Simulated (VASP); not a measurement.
# W (Im-3m) in VASP: notebook

W is run at these levels: PBE; tasks: single point, relaxation of cell and atoms.

Everything below comes from runs of VASP 6.6.1. Logs are shortened: lines on timing, memory, paths and dates and some standing lists are left out, and cuts for length are marked.

**1. The cell of the first run**

The structure is cubic, space group Im-3m (No. 229). Conventional cell: a = 3.186 Å, b = 3.186 Å, c = 3.186 Å, α = 90.00°, β = 90.00°, γ = 90.00°. Within 3.6 Å of W (site symmetry m-3m) lie 14 W at 2.76 to 3.19 Å.

**2. Single point, PBE**

INCAR reads:

```
PREC = Accurate
ENCUT = 500
EDIFF = 1E-6
ISMEAR = 0
SIGMA = 0.1
LREAL = F
LASPH = T
NELM = 120
ALGO = Normal
ISIF = 2
LWAVE = F
LCHARG = T
GGA = PE
LELF = T
LVHAR = T
NBANDS = 13
GGA_COMPAT = F
```

KPOINTS reads:

```
Automatic mesh
0
Gamma
  8 8 8
```

POSCAR reads:

```
W
1.0
   -1.5929348897      1.5929348897      1.5929348897
    1.5929348897     -1.5929348897      1.5929348897
    1.5929348897      1.5929348897     -1.5929348897
W
1
Direct
    0.0000000000      0.0000000000      0.0000000000
```

Potentials or basis: VASP PAW PBE potentials, release 64 (W_sv).

Launch:

```bash
> cat potpaw_PBE.64/W_sv/POTCAR > POTCAR
> mpirun -np 1 vasp_std > vasp.out
```

OUTCAR:

```text
PREC = Accurate
   ENCUT = 500
   EDIFF = 1E-6
   ISMEAR = 0
   LREAL = F
   LASPH = T
   NELM = 120
   ISIF = 2
   GGA = PE

 ion  position               nearest neighbor table
   1  0.000  0.000  0.000-

  LATTYP: Found a body centered cubic cell.
 ALAT       =     3.1858697794

  Lattice vectors:

 A1 = (  -1.5929348897,   1.5929348897,   1.5929348897)
 A2 = (   1.5929348897,  -1.5929348897,   1.5929348897)
 A3 = (   1.5929348897,   1.5929348897,  -1.5929348897)

Analysis of symmetry for initial positions (statically):
=====================================================================
 Subroutine PRICEL returns:
 Original cell was already a primitive cell.

 Routine SETGRP: Setting up the symmetry group for a
 body centered cubic supercell.

 Subroutine GETGRP returns: Found 48 space group operations
 (whereof 48 operations were pure point group operations)
 out of a pool of 48 trial point group operations.

The static configuration has the point symmetry O_h .

Analysis of symmetry for dynamics (positions and initial velocities):
=====================================================================
 Subroutine PRICEL returns:
 Original cell was already a primitive cell.

 Routine SETGRP: Setting up the symmetry group for a
 body centered cubic supercell.

 Subroutine GETGRP returns: Found 48 space group operations
 (whereof 48 operations were pure point group operations)
 out of a pool of 48 trial point group operations.

The dynamic configuration has the point symmetry O_h .

 Subroutine INISYM returns: Found 48 space group operations
 (whereof 48 operations are pure point group operations),
 and found     1 'primitive' translations

----------------------------------------------------------------------------------------

                                     Primitive cell

  volume of cell :      16.1679

  direct lattice vectors                    reciprocal lattice vectors
    -1.592934890  1.592934890  1.592934890     0.000000000  0.313886025  0.313886025
     1.592934890 -1.592934890  1.592934890     0.313886025  0.000000000  0.313886025
     1.592934890  1.592934890 -1.592934890     0.313886025  0.313886025  0.000000000

  length of vectors
     2.759044162  2.759044162  2.759044162     0.443901873  0.443901873  0.443901873

  position of ions in fractional coordinates (direct lattice)
     0.000000000  0.000000000  0.000000000

  ion indices of the primitive-cell ions
   primitive index   ion index
                 1           1

----------------------------------------------------------------------------------------

 KPOINTS: Automatic mesh

Automatic generation of k-mesh.
 Grid dimensions read from file:
 generate k-points for:    8    8    8

 Generating k-lattice:

  Cartesian coordinates                     Fractional coordinates (reciprocal lattice)
     0.000000000  0.039235753  0.039235753     0.125000000  0.000000000  0.000000000
     0.039235753  0.000000000  0.039235753     0.000000000  0.125000000  0.000000000
     0.039235753  0.039235753  0.000000000     0.000000000  0.000000000  0.125000000

  Length of vectors
     0.055487734  0.055487734  0.055487734

  Shift w.r.t. Gamma in fractional coordinates (k-lattice)
     0.000000000  0.000000000  0.000000000

 Subroutine IBZKPT returns following result:
 ===========================================

 Found     29 irreducible k-points:

 Following reciprocal coordinates:
            Coordinates               Weight
  0.000000  0.000000  0.000000      1.000000
  0.125000  0.000000  0.000000     12.000000
  0.250000  0.000000  0.000000     12.000000
  0.375000  0.000000  0.000000     12.000000
  0.500000  0.000000  0.000000      6.000000
  0.125000  0.125000  0.000000     24.000000
[... 16 lines left out ...]
 -0.250000  0.250000  0.250000      6.000000
 -0.375000  0.375000  0.250000     24.000000
 [... further k-points ...]
   k-points           NKPTS =     29   k-points in BZ     NKDIM =     29   number of bands    NBANDS=     13
   number of dos      NEDOS =    301   number of ions     NIONS =      1
   total plane-waves  NPLWV =   8000
   dimension x,y,z NGX =    20 NGY =   20 NGZ =   20
   dimension x,y,z NGXF=    40 NGYF=   40 NGZF=   40
   ions per type =               1
   NGX,Y,Z   is equivalent  to a cutoff of  12.05, 12.05, 12.05 a.u.
   NGXF,Y,Z  is equivalent  to a cutoff of  24.10, 24.10, 24.10 a.u.
 SYSTEM =  unknown system
   PREC   = accura    normal or accurate (medium, high low for compatibility)
   ISTART =      0    job   : 0-new  1-cont  2-samecut
   ICHARG =      2    charge: 1-file 2-atom 10-const
   ISPIN  =      1    spin polarized calculation?
   LNONCOLLINEAR =      F non collinear calculations
   LSORBIT =      F    spin-orbit coupling
   LASPH  =      T    aspherical Exc in radial PAW
   ENCUT  =  500.0 eV  36.75 Ry    6.06 a.u.   5.03  5.03  5.03*2*pi/ulx,y,z
   NELM   =    120;   NELMIN=  2; NELMDL= -5     # of ELM steps
   EDIFF  = 0.1E-05   stopping-criterion for ELM
   LREAL  =      F    real-space projection
   EDIFFG = 0.1E-04   stopping-criterion for IOM
   NSW    =      0    number of steps for IOM
   IBRION =     -1    ionic relax: 0-MD 1-quasi-New 2-CG
   NFREE  =      0    steps in history (QN), initial steepest desc. (CG)
   ISIF   =      2    stress and relaxation
   ISYM   =      2    0-nonsym 1-usesym 2-fastsym
   POTIM  = 0.5000    time-step for ionic-motion
   TEBEG  =    0.0;   TEEND  =   0.0 temperature during run
   PSTRESS=    0.0 pullay stress
   NELECT =      14.0000    total number of electrons
   NUPDOWN=      -1.0000    fix difference up-down
   EMIN   =  10.00;   EMAX   =-10.00  energy-range for DOS
   EFERMI =   0.00;   METHOD = LEGACY
   ISMEAR =     0;   SIGMA  =   0.10  broadening in eV -4-tet -1-fermi 0-gaus
   EFERMI_NEDOS =   21; number of points for ismear=-14 and -15
   IALGO  =     38    algorithm
   IMIX   =      4    mixing-type and parameters
     AMIX     =   0.40;   BMIX     =  1.00
     AMIX_MAG =   1.60;   BMIX_MAG =  1.00
  volume/ion in A,a.u.               =      16.17       109.11
  Fermi-wavevector in a.u.,A,eV,Ry     =   1.560389  2.948707 33.127644  2.434813
  Thomas-Fermi vector in A             =   2.663608
   LORBIT       =      0    0 simple, 1 ext, 2 COOP (PROOUT), +10 PAW based schemes
   GGA     = PE    functional components
   LHFCALC =     F    Hartree Fock is set to
   AEXX    =    0.0000 exact exchange contribution
   IVDW    =     0    specifies the selected vdW correction
   LEPSILON=     F    determine dielectric tensor
   LRPA    =     F    only Hartree local field effects (RPA)
 non-spin polarized calculation
 Gauss-broadening in eV      SIGMA  =   0.10
  energy-cutoff  :      500.00
  volume of cell :       16.17
 maximum number of plane-waves:       427
   NGX =  9   NGY =  9   NGZ =  9

 number of electron      14.0000000 magnetization

 Free energy of the ion-electron system (eV)
  ---------------------------------------------------
  ext. energy  EPLUGINS =         0.00000000
  ---------------------------------------------------
  free energy    TOTEN  =       -12.95602861 eV

  energy without entropy =      -12.95602698  energy(sigma->0) =      -12.95602780

 E-fermi :  10.9531     XC(G=0): -13.5287

 val. band max:       10.6711085984   @ k =   0.1250   0.0000   0.0000
 cond. band min:      11.2384675551   @ k =  -0.2500   0.2500   0.1250
 fundamental gap:      0.5673589567
 Fermi energy:        10.9531261369

 k-point     1 :       0.0000    0.0000    0.0000
  band No.  band energies     occupation
      1     -63.0463      2.00000
      2     -26.6367      2.00000
      3     -26.6367      2.00000
      4     -26.6367      2.00000
      5       1.6325      2.00000
      6       9.9670      2.00000
      7       9.9670      2.00000
      8       9.9670      2.00000
      9      13.3761      0.00000
     10      13.3761      0.00000
     11      25.6308      0.00000
     12      25.6308      0.00000
     13      25.6308      0.00000

 k-point     2 :       0.1250    0.0000    0.0000
  band No.  band energies     occupation
      1     -63.0286      2.00000
      2     -26.8255      2.00000
      3     -26.6962      2.00000
      4     -26.6376      2.00000
      5       2.3462      2.00000
      6       9.5517      2.00000
      7       9.8237      2.00000
      8      10.6711      1.99993
      9      12.8527      0.00000
     10      13.3924      0.00000
     11      26.1524      0.00000
     12      26.8547      0.00000
     13      27.1584      0.00000

 k-point     3 :       0.2500    0.0000    0.0000
  band No.  band energies     occupation
      1     -62.9852      2.00000
      2     -27.2629      2.00000
      3     -26.8373      2.00000
      4     -26.6397      2.00000
      5       4.0108      2.00000
      6       8.6881      2.00000
      7       9.3473      2.00000
      8      12.6582      0.00000
      9      12.7636      0.00000
     10      13.5608      0.00000
     11      25.8080      0.00000
     12      27.4292      0.00000
     13      30.0918      0.00000
[... 305 lines left out ...]
 k-point    23 :      -0.2500    0.2500    0.2500
  band No.  band energies     occupation
      1     -62.9317      2.00000
      2     -27.2845      2.00000
      3     -27.0536      2.00000
      4     -27.0536      2.00000
      5       5.9889      2.00000
      6       8.4419      2.00000
      7      10.6418      1.99999
      8      10.6418      1.99999
      9      12.4956      0.00000
     10      14.5550      0.00000
     11      25.5066      0.00000
     12      30.2962      0.00000
     13      30.2962      0.00000

 k-point    24 :      -0.3750    0.3750    0.2500
  band No.  band energies     occupation
      1     -62.8936      2.00000
      2     -27.5385      2.00000
      3     -27.2018      2.00000
      4     -27.0884      2.00000
      5       6.6977      2.00000
      6       7.4345      2.00000
      7      10.6485      1.99998
      8      11.4252      0.00000
      9      14.7975      0.00000
     10      15.4241      0.00000
     11      24.5807      0.00000
     12      27.0437      0.00000
     13      28.2276      0.00000

 [... further k-points ...]

------------------------ aborting loop because EDIFF is reached ----------------------------------------

  FORCE on cell =-STRESS in cart. coord.  units (eV):
  Direction    XX          YY          ZZ          XY          YZ          ZX
  --------------------------------------------------------------------------------------
  -------------------------------------------------------------------------------------
  Total        0.0169678      0.0169678      0.0169678     -0.0000000     -0.0000000     -0.0000000
  in kB        1.6814422      1.6814422      1.6814422     -0.0000000     -0.0000000     -0.0000000
  external PRESSURE =       1.6814422 kB  Pullay stress =       0.0000000 kB

 VOLUME and BASIS-vectors are now :
 -----------------------------------------------------------------------------
  energy-cutoff  :      500.00
  volume of cell :       16.17
      direct lattice vectors                 reciprocal lattice vectors
    -1.592934890  1.592934890  1.592934890     0.000000000  0.313886025  0.313886025
     1.592934890 -1.592934890  1.592934890     0.313886025  0.000000000  0.313886025
     1.592934890  1.592934890 -1.592934890     0.313886025  0.313886025  0.000000000

 POSITION                                       TOTAL-FORCE (eV/Angst)
 -----------------------------------------------------------------------------------
      0.00000      0.00000      0.00000        -0.000000      0.000000     -0.000000
 -----------------------------------------------------------------------------------
    total drift:                                0.000000      0.000000      0.000000

  FREE ENERGIE OF THE ION-ELECTRON SYSTEM (eV)
  ---------------------------------------------------
  free  energy   TOTEN  =       -12.9560286148 eV

  energy  without entropy=      -12.9560269794  energy(sigma->0) =      -12.95602780
```

Wall time 5.1 s (1 thread of Intel Xeon Platinum 8375C at 2.90GHz (Ice Lake), shared host); peak memory 0.12 GiB.

Results:

```
Free energy            : -12.9560 eV
Pressure               : 0.2 GPa
Band gap on the k mesh : zero (band 7 reaches 16.19 eV, above the bottom of band 8 at 9.97 eV)
```

Levels at points of the mesh, in eV from the Fermi level:
```
           k point  band 5  band 6  band 7  band 8  band 9  band 10
(0.00, 0.00, 0.00)   -9.32   -0.99   -0.99   -0.99    2.42     2.42
(0.50, 0.00, 0.00)   -5.94   -3.26    0.82    2.31    3.26     6.19
(0.50, 0.50, 0.50)   -5.47   -5.47    5.23    5.23    5.23     8.30
```

Caveat: spin-orbit coupling is left out, which moves the levels of the heavy elements.

**3. Relaxation of cell and atoms, PBE**

This run uses another cell than the first one, of 17.53 Å³/atom, 1.084 times its volume.

INCAR reads:

```
PREC = Accurate
ENCUT = 500
EDIFF = 1E-7
ISMEAR = 0
SIGMA = 0.1
LREAL = False
LASPH = True
NELM = 120
ALGO = Normal
ISIF = 3
LWAVE = False
LCHARG = False
GGA = PE
IBRION = 2
NSW = 80
EDIFFG = -0.05
GGA_COMPAT = False
NELMIN = 4
```

KPOINTS reads:

```
regular mesh
0
Gamma
  8 8 8
```

POSCAR reads:

```
W
1.0
   -1.6365553594      1.6365553594      1.6365553594
    1.6365553594     -1.6365553594      1.6365553594
    1.6365553594      1.6365553594     -1.6365553594
W
1
Direct
    0.0000000000      0.0000000000      0.0000000000
```

Potentials or basis: VASP PAW PBE potentials, release 64 (W_sv).

Launch:

```bash
> cat potpaw_PBE.64/W_sv/POTCAR > POTCAR
> mpirun -np 1 vasp_std > vasp.out
```

Wall time 16 s (1 thread of Intel Xeon Platinum 8375C at 2.90GHz (Ice Lake), shared host); peak memory 0.15 GiB.

It converged, with:

* Free energy: -12.9569 eV
* Relaxed volume: 16.18 Å³/atom
* Relaxed cell: a = 2.760 Å, b = 2.760 Å, c = 2.760 Å, α = 109.47°, β = 109.47°, γ = 109.47°
* Space group after relaxing (to 0.05 Å): Im-3m (No. 229)
* Energy gained by relaxing: 94.8 meV/atom
* Ionic steps: 5
* Pressure after relaxing: 0.0 GPa
* Band gap on the k mesh: zero (band 7 reaches 16.18 eV, above the bottom of band 8 at 9.96 eV)

Step by step:
```
step  energy change (eV)  largest force (eV/Å)  pressure (GPa)  volume (Å³)
   1              0.0000                0.0000          -20.83        17.53
   2              1.2916                0.0000          146.11        12.36
   3             -0.0933                0.0000           -3.02        16.34
   4             -0.0947                0.0000           -0.89        16.22
   5             -0.0948                0.0000            0.01        16.18
```

Final structure:
```
W
1.0
    -1.59324    1.59324    1.59324
     1.59324   -1.59324    1.59324
     1.59324    1.59324   -1.59324
W
1
Direct
  0.00000 0.00000 0.00000
```

Levels at points of the mesh, in eV from the Fermi level:
```tsv
k point	band 5	band 6	band 7	band 8	band 9	band 10
(0.00, 0.00, 0.00)	-9.32	-0.99	-0.99	-0.99	2.42	2.42
(0.50, 0.00, 0.00)	-5.94	-3.26	0.82	2.30	3.26	6.18
(0.50, 0.50, 0.50)	-5.47	-5.47	5.23	5.23	5.23	8.29
```

Caveat: spin-orbit coupling is left out, which moves the levels of the heavy elements.
